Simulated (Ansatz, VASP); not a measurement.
Al3GaN4 in VASP and in Ansatz

```
CELL_PARAMETERS angstrom
4.23072 0.00000 0.00000
0.00000 4.23072 0.00000
0.00000 0.00000 4.75955
ATOMIC_POSITIONS crystal
Al 0.50000 0.50000 0.00000
Al 0.50000 0.00000 0.50000
Al 0.00000 0.50000 0.50000
Ga 0.00000 0.00000 0.00000
N 0.74471 0.74471 0.25529
N 0.74471 0.25529 0.74471
N 0.25529 0.74471 0.74471
N 0.25529 0.25529 0.25529
```

Change from the starting cell: strain -0.040 along x and y, +0.080 along z, atoms carried along.

Alike in both runs: task single point; functional PBEsol; k mesh 6 × 6 × 6; occupations gaussian, width 0.05 eV; no spin polarisation.

```csv
,VASP,Ansatz
version,VASP 6.6.1,Ansatz 0.2.0
potentials or method,"VASP PAW PBE potentials, release 64 (Al, Ga_d, N), cutoff 520 eV","scalar-relativistic, plane waves, PAW"
valence electrons in the cell,42,42
```

```tsv
	VASP	Ansatz	Ansatz less VASP
gap on the k mesh at the Fermi level (eV)	2.90	2.91	+0.006
least direct gap on the mesh (eV)	2.95	2.96	+0.006
pressure (GPa)	-0.1	0.0	+0.09
traceless stress, the component that is largest in VASP (GPa)	-14.06	-14.01	+0.048
rms of the force components (eV/Å)	0.046	0.046	-0.0005
```

VASP's potentials were made for PBE, not for PBEsol. Atom by atom the forces differ by 0.003 eV/Å (rms over components). With one functional, cell and mesh, what is left measures potentials, basis and numerics.
